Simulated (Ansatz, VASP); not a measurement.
**One calculation of C, two programs**

The input POSCAR:

```
C
1.0
    1.7801417073     -1.7801417073      0.0000000000
    1.7801417073      0.0000000000     -1.7801417073
    8.0106376830      6.8238765448      6.5271862602
C
12
Direct
    0.6215222222      0.5763777778      0.2708666667
   -0.0173666667     -0.0347333333      0.1042000000
    0.2604111111      0.1874888889      0.4375333333
    0.5381888889      0.4097111111      0.7708666667
    0.8993000000      0.7986000000      0.6042000000
    0.1770777778      0.0208222222      0.9375333333
    0.6006888889      0.5347111111      0.3958666667
    0.9618000000      0.9236000000      0.2292000000
    0.2395777778      0.1458222222      0.5625333333
    0.5173555556      0.3680444444      0.8958666667
   -0.1215333333     -0.2430666667      0.7292000000
    0.3229111111      0.3124888889      0.0625333333
```

Contents of INCAR.step1:

```
ALGO     = Normal         # electronic algorithm
EDIFF    = 1E-4           # SCF threshold, eV
ENCUT    = 520            # plane-wave cutoff, eV
GGA      = PE             # functional
ISMEAR   = 0              # smearing method
LASPH    = True           # aspherical terms in the spheres
LCHARG   = False          # write CHGCAR
LREAL    = False          # projectors in reciprocal space
LWAVE    = True           # write WAVECAR
NBANDS   = 36             # bands
NELM     = 100            # most SCF steps
PREC     = Accurate       # precision mode
SIGMA    = 0.05           # smearing width, eV
```

Contents of INCAR.step2:

```
ALGO     = Normal         # electronic algorithm
EDIFF    = 1E-7           # SCF threshold, eV
ENCUT    = 520            # plane-wave cutoff, eV
ISIF     = 2              # what is computed and relaxed
ISMEAR   = 0              # smearing method
ISTART   = 1            
LASPH    = True           # aspherical terms in the spheres
LCHARG   = True           # write CHGCAR
LELF     = True           # ELF
LMIXTAU  = True         
LREAL    = False          # projectors in reciprocal space
LVHAR    = True         
LWAVE    = False          # write WAVECAR
METAGGA  = R2SCAN         # meta-GGA
NBANDS   = 36             # bands
NELM     = 100            # most SCF steps
PREC     = Accurate       # precision mode
SIGMA    = 0.05           # smearing width, eV
```

KPOINTS

```
k-points
0
Gamma
  10 10 2
```

Input for Ansatz:

```yaml
crystal:
  lattice:
    - [1.7801417073, -1.7801417073, 0.0]
    - [1.7801417073, 0.0, -1.7801417073]
    - [8.010637683, 6.8238765448, 6.5271862602]
  atoms:
    - { symbol: C, position: [0.6215222222, 0.5763777778, 0.2708666667] }
    - { symbol: C, position: [-0.0173666667, -0.0347333333, 0.1042] }
    - { symbol: C, position: [0.2604111111, 0.1874888889, 0.4375333333] }
    - { symbol: C, position: [0.5381888889, 0.4097111111, 0.7708666667] }
    - { symbol: C, position: [0.8993, 0.7986, 0.6042] }
    - { symbol: C, position: [0.1770777778, 0.0208222222, 0.9375333333] }
    - { symbol: C, position: [0.6006888889, 0.5347111111, 0.3958666667] }
    - { symbol: C, position: [0.9618, 0.9236, 0.2292] }
    - { symbol: C, position: [0.2395777778, 0.1458222222, 0.5625333333] }
    - { symbol: C, position: [0.5173555556, 0.3680444444, 0.8958666667] }
    - { symbol: C, position: [-0.1215333333, -0.2430666667, 0.7292] }
    - { symbol: C, position: [0.3229111111, 0.3124888889, 0.0625333333] }
basis:
  ecutwfc: 500
kpoints:
  mp_grid: { grid: [10, 10, 2] }
hamiltonian:
  xc: r2scan
scf:
  occupations: { method: gaussian, width: 0.05 }
output:
  forces: true
  stress: true
  eigenvalues: true
```

Alike in both runs: task single point; functional r2SCAN; k mesh 10 × 10 × 2; occupations gaussian, width 0.05 eV; no spin polarisation.

|  | VASP | Ansatz |
| --- | --- | --- |
| version | VASP 6.6.1 | Ansatz 0.2.0 |
| potentials or method | VASP PAW PBE potentials, release 64 (C), cutoff 520 eV | scalar-relativistic, plane waves, PAW |
| valence electrons in the cell | 48 | 48 |

|  | VASP | Ansatz | Ansatz less VASP |
| --- | --- | --- | --- |
| gap on the k mesh at the Fermi level (eV) | none | none | - |
| pressure (GPa) | 6.0 | 4.9 | -1.10 |
| traceless stress, the component that is largest in VASP (GPa) | -31.89 | -31.93 | -0.041 |
| rms of the force components (eV/Å) | 1.430 | 1.438 | +0.0079 |

VASP's potentials were made for PBE, not for r2SCAN. Atom by atom the forces differ by 0.010 eV/Å (rms over components). A gap of «none» marks a metal or a gap that the smearing closes. The functional is the same, so the differences come from potentials, cutoffs and numerics.
